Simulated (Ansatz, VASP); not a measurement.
**One calculation of ZrSi3, two programs**

```
Zr Si
1.0
     3.92426    0.00000    0.00000
     0.00000    3.92426    0.00000
     0.00000    0.00000    3.92426
Zr Si
1 3
Direct
  0.00000 0.00000 0.00000
  0.00000 0.50000 0.50000
  0.50000 0.50000 0.00000
  0.50000 0.00000 0.50000
```

Alike in both runs: task single point; functional PBEsol; k mesh 8 × 8 × 8; occupations gaussian, width 0.05 eV; no spin polarisation.

|  | VASP | Ansatz |
| --- | --- | --- |
| version | VASP 6.6.1 | Ansatz 0.2.0 |
| potentials or method | VASP PAW PBE potentials, release 64 (Zr_sv, Si), cutoff 520 eV | scalar-relativistic, plane waves, PAW |
| valence electrons in the cell | 24 | 24 |

VASP gave:

* gap on the k mesh at the Fermi level (eV): none
* pressure (GPa): 2.8

Question: Which values does Ansatz return?

Answer: gap on the k mesh at the Fermi level (eV): none; pressure (GPa): 2.6.

VASP's potentials were made for PBE, not for PBEsol. A gap of «none» marks a metal or a gap that the smearing closes. The functional is the same, so the differences come from potentials, cutoffs and numerics.
